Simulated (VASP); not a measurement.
The system is SnTe.

```
Sn Te
1.0
     0.00000    3.18581    3.18581
     3.18581    0.00000    3.18581
     3.18581    3.18581    0.00000
Sn Te
1 1
Direct
  0.00000 0.00000 0.00000
  0.50000 0.50000 0.50000
```

* Program: VASP 6.6.1
* Task: relaxation of cell and atoms
* Functional: PBEsol
* Potentials or basis: VASP PAW PBE potentials, release 64 (Sn_d, Te)
* Cutoff: 600 eV
* k mesh: 12 × 12 × 12
* Occupations: gaussian, width 0.1 eV
* Spin: no spin polarisation

At the start: pressure -1.7 GPa; volume 32.33 Å³/atom.

Problem. How do energy, volume and symmetry change on relaxing?

Solution. Over 3 steps the energy falls by 6.6 meV/atom and the volume is 31.11 Å³/atom (-3.8 %); space group Fm-3m (No. 225, to 0.1 Å) before and after.

Step by step:
```tsv
step	energy change (eV)	largest force (eV/Å)	pressure (GPa)	volume (Å³)
1	0.0000	0.0000	-1.67	64.67
2	-0.0122	0.0000	0.52	61.56
3	-0.0133	0.0000	0.01	62.21
```

Final structure:
```
Sn Te
1.0
     0.00000    3.14498    3.14498
     3.14498    0.00000    3.14498
     3.14498    3.14498    0.00000
Sn Te
1 1
Direct
  0.00000 0.00000 0.00000
  0.50000 0.50000 0.50000
```

Caveat: the PAW data sets were made with another functional, which shifts forces and pressure a little.
